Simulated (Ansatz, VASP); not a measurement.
# TlBr: VASP beside Ansatz

The input INCAR:

```
SYSTEM = TlBr
PREC = Accurate ; ENCUT = 500
EDIFF = 1E-6 ; ISMEAR = 0
SIGMA = 0.01 ; LREAL = .False.
LASPH = .True. ; NELM = 200
ALGO = Normal ; ISIF = 2
LWAVE = .False. ; LCHARG = .True.
MAGMOM = 0 0 0 0 0 0 ; LORBIT = 11
LSORBIT = .True. ; GGA_COMPAT = .False.
LORBMOM = .True. ; GGA = PS
LVHAR = .True. ; NBANDS = 32
```

File KPOINTS:

```
Automatic mesh
0
Gamma
  6 6 6
  0 0 0
```

The input POSCAR:

```
TlBr
1.0
    3.9145325493      0.0000000000      0.0000000000
    0.0000000000      3.9145325493      0.0000000000
    0.0000000000      0.0000000000      3.9145325493
Tl Br
1 1
Direct
    0.0000000000      0.0000000000      0.0000000000
    0.5000000000      0.5000000000      0.5000000000
```

Input for Ansatz:

```yaml
crystal:
  lattice:
    - [3.91453254931, 0.0, 0.0]
    - [0.0, 3.91453254931, 0.0]
    - [0.0, 0.0, 3.91453254931]
  atoms:
    - { symbol: Tl, position: [0.0, 0.0, 0.0] }
    - { symbol: Br, position: [0.5, 0.5, 0.5] }
kpoints:
  mp_grid: { grid: [6, 6, 6] }
scf:
  occupations: { method: fixed }
hamiltonian:
  xc: pbesol
  pseudopotentials: { kind: paw_fr }
magnetization:
  noncollinear: true
  spin_orbit: true
output:
  forces: true
  stress: true
  eigenvalues: true
  eigenstates:
    nscf_kmesh: { grid: [8, 8, 8] }
    de_dk: true
    e_range: [-9, 11.58757180008]
checkpoint:
  write: ck
  write_wavefunctions: false
```

Alike in both runs: task single point; functional PBEsol; k mesh 6 × 6 × 6; non-collinear spin, spin-orbit coupling.

|  | VASP | Ansatz |
| --- | --- | --- |
| version | VASP 6.6.1 | Ansatz 0.2.0 |
| potentials or method | VASP PAW PBE potentials, release 64 (Tl_d, Br) | PAW with Ansatz's default frozen-core files, fully relativistic files with spin-orbit coupling |
| plane-wave cutoff (eV) | 500 | 420 |
| occupations | gaussian, width 0.01 eV | fixed |
| valence electrons in the cell | 20 | 20 |

|  | VASP | Ansatz | Ansatz less VASP |
| --- | --- | --- | --- |
| pressure (GPa) | -0.1 | -0.2 | -0.06 |
| net moment per atom (μB) | 0.00 | 0.00 | 0.000 |

VASP's potentials were made for PBE, not for PBEsol.
